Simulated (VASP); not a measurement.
Set up this calculation in VASP 6.6.1, as the native input.

```
Task                   : single point
Functional             : PBE
Potentials or basis    : VASP PAW PBE potentials, release 64 (Mg, Hf_pv)
Cutoff                 : 520 eV
k mesh                 : 7 × 7 × 7
Occupations            : methfessel-paxton, width 0.05 eV
Spin                   : no spin polarisation
Dipole correction      : no
Further INCAR settings : ALGO = Normal; EDIFF = 1e-07; NBANDS = 16
```

The structure of HfMg3 lies in POSCAR:

```
HfMg3
1.0
   -2.2263530000      2.2263530000      4.4846200000
    2.2263530000     -2.2263530000      4.4846200000
    2.2263530000      2.2263530000     -4.4846200000
Mg Hf
3 1
Direct
    0.5000000000      0.5000000000      0.0000000000
    0.2500000000      0.7500000000      0.5000000000
    0.7500000000      0.2500000000      0.5000000000
    0.0000000000      0.0000000000      0.0000000000
```

These files were run (other wordings do the same):

INCAR

```
  PREC = Accurate
  ENCUT = 520
  EDIFF = 1E-7
  ISMEAR = 1
  SIGMA = 0.05
  LREAL = False
  LASPH = True
  NELM = 80
  ALGO = Normal
  ISIF = 2
  LWAVE = False
  LCHARG = False
  GGA = PE
  NBANDS = 16
```

KPOINTS

```
Automatic mesh
0
Gamma
  7 7 7
```

Potentials or basis: VASP PAW PBE potentials, release 64 (Mg, Hf_pv).

Launch:

```console
$ cat potpaw_PBE.64/Mg/POTCAR potpaw_PBE.64/Hf_pv/POTCAR > POTCAR
$ mpirun -np 1 vasp_std > vasp.out
```

Results of the run:

```yaml
Pressure: -0.2 GPa
Band_gap_on_the_k_mesh: zero (band 8 reaches 3.65 eV, above the bottom of band 9 at 2.17 eV)
```

Caveat: spin-orbit coupling is left out, which moves the levels of the heavy elements.

It took 99 s on 1 thread of AMD EPYC 7R13 (shared host), peak memory 0.25 GiB.
